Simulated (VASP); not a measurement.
Set up this calculation in VASP 6.6.1, as the native input.

| Property | Result |
| --- | --- |
| Task | single point |
| Functional | PBE |
| Potentials or basis | VASP PAW PBE potentials, release 64 (Zn, Pt, C, N) |
| Cutoff | 520 eV |
| k mesh | 5 × 5 × 5 |
| Occupations | fermi-dirac, width 0.05 eV |
| Spin | no spin polarisation |
| Dipole correction | no |
| Further INCAR settings | ALGO = Normal; EDIFF = 1e-06; NBANDS = 51 |

The structure of ZnPtC6N6 lies in POSCAR:

```
ZnPtC6N6
1.0
    0.0000000000      5.2620500000      5.2620500000
    5.2620500000      0.0000000000      5.2620500000
    5.2620500000      5.2620500000      0.0000000000
Zn Pt C N
1 1 6 6
Direct
    0.5000000000      0.5000000000      0.5000000000
    0.0000000000      0.0000000000      0.0000000000
    0.1902259188      0.1902259188      0.8097740812
    0.8097740812      0.8097740812      0.1902259188
    0.8097740812      0.1902259188      0.1902259188
    0.1902259188      0.8097740812      0.8097740812
    0.1902259188      0.8097740812      0.1902259188
    0.8097740812      0.1902259188      0.8097740812
    0.3000704348      0.3000704348      0.6999295652
    0.6999295652      0.6999295652      0.3000704348
    0.6999295652      0.3000704348      0.3000704348
    0.3000704348      0.6999295652      0.6999295652
    0.3000704348      0.6999295652      0.3000704348
    0.6999295652      0.3000704348      0.6999295652
```

The input as run:

INCAR

```
PREC = Accurate
ENCUT = 520
EDIFF = 1E-6
ISMEAR = -1
SIGMA = 0.05
LREAL = F
LASPH = T
NELM = 80
ALGO = Normal
ISIF = 2
LWAVE = F
LCHARG = F
GGA = PE
NBANDS = 51
```

KPOINTS

```
Automatic mesh
0
Gamma
  5 5 5
```

Potentials or basis: VASP PAW PBE potentials, release 64 (Zn, Pt, C, N).

Run with:

```sh
$ cat potpaw_PBE.64/Zn/POTCAR potpaw_PBE.64/Pt/POTCAR potpaw_PBE.64/C/POTCAR potpaw_PBE.64/N/POTCAR > POTCAR
$ mpirun -np 1 vasp_std > vasp.out
```

Results of the run:

```yaml
Pressure: 2.6 GPa
Largest_force: 0.491 eV/Å
Band_gap_on_the_k_mesh: 5.03 eV (least direct gap 5.16 eV)
```

Caveat: spin-orbit coupling is left out, which moves the levels of the heavy elements; an odd mesh through Γ misses points on the zone boundary, where band edges can lie.

Wall time 3.5 min on 1 thread of Intel(R) Xeon(R) Platinum 8259CL CPU @ 2.50GHz (Skylake/Cascade Lake) (shared host), peak memory 0.51 GiB.
